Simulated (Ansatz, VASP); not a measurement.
**Zn: VASP beside Ansatz**

POSCAR

```
Zn
1.0
   -2.4256828237      2.4256828237      1.3232547571
    2.4256828237     -2.4256828237      1.3232547571
    2.4256828237      2.4256828237     -1.3232547571
Zn
2
Direct
    0.0000000000      0.0000000000      0.0000000000
    0.7500000000      0.2500000000      0.5000000000
```

INCAR.step1

```
ALGO     = Normal         # electronic algorithm
EDIFF    = 1E-4           # SCF threshold, eV
ENCUT    = 600            # plane-wave cutoff, eV
GGA      = PE             # functional
ISMEAR   = 0              # smearing method
LASPH    = True           # aspherical terms in the spheres
LCHARG   = False          # write CHGCAR
LREAL    = False          # projectors in reciprocal space
LWAVE    = True           # write WAVECAR
NELM     = 80             # most SCF steps
PREC     = Accurate       # precision mode
SIGMA    = 0.1            # smearing width, eV
```

INCAR.step2

```
ALGO     = Normal         # electronic algorithm
EDIFF    = 1E-6           # SCF threshold, eV
EDIFFG   = -0.04          # ionic threshold
ENCUT    = 600            # plane-wave cutoff, eV
IBRION   = 2              # ionic algorithm
ISIF     = 3              # what is computed and relaxed
ISMEAR   = 0              # smearing method
ISTART   = 1            
LASPH    = True           # aspherical terms in the spheres
LCHARG   = False          # write CHGCAR
LMIXTAU  = True         
LREAL    = False          # projectors in reciprocal space
LWAVE    = False          # write WAVECAR
METAGGA  = R2SCAN         # meta-GGA
NELM     = 80             # most SCF steps
NSW      = 90             # ionic steps
PREC     = Accurate       # precision mode
SIGMA    = 0.1            # smearing width, eV
```

File KPOINTS:

```
k-points
0
Gamma
  8 8 8
```

Input for Ansatz:

```yaml
crystal:
  lattice:
    - [-2.4256828237, 2.4256828237, 1.3232547571]
    - [2.4256828237, -2.4256828237, 1.3232547571]
    - [2.4256828237, 2.4256828237, -1.3232547571]
  atoms:
    - { symbol: Zn, position: [0.0, 0.0, 0.0] }
    - { symbol: Zn, position: [0.75, 0.25, 0.5] }
basis:
  ecutwfc: 500
kpoints:
  mp_grid: { grid: [8, 8, 8] }
hamiltonian:
  xc: r2scan
scf:
  occupations: { method: gaussian, width: 0.1 }
  lower_state_search: "off"
output:
  forces: true
  stress: true
  eigenvalues: true
relax:
  adjacent_minimum: "off"
  f_tol: 0.04
  max_steps: 70
  cell: { stress_tol: 0.4 }
```

Alike in both runs: task relaxation of cell and atoms; functional r2SCAN; k mesh 8 × 8 × 8; occupations gaussian, width 0.1 eV; no spin polarisation.

```csv
,VASP,Ansatz
version,VASP 6.6.1,Ansatz 0.2.0
potentials or method,"VASP PAW PBE potentials, release 64 (Zn), cutoff 600 eV","scalar-relativistic, plane waves, PAW"
valence electrons in the cell,24,24
```

```tsv
	VASP	Ansatz	Ansatz less VASP
gap on the k mesh at the Fermi level, each at its own relaxed structure (eV)	none	none	-
relaxed volume (Å³/atom)	16.49	16.40	-0.090
relaxed cell length with the largest relative difference (Å)	3.844	3.838	-0.0062
```

VASP's potentials were made for PBE, not for r2SCAN. A gap of «none» marks a metal or a gap that the smearing closes.
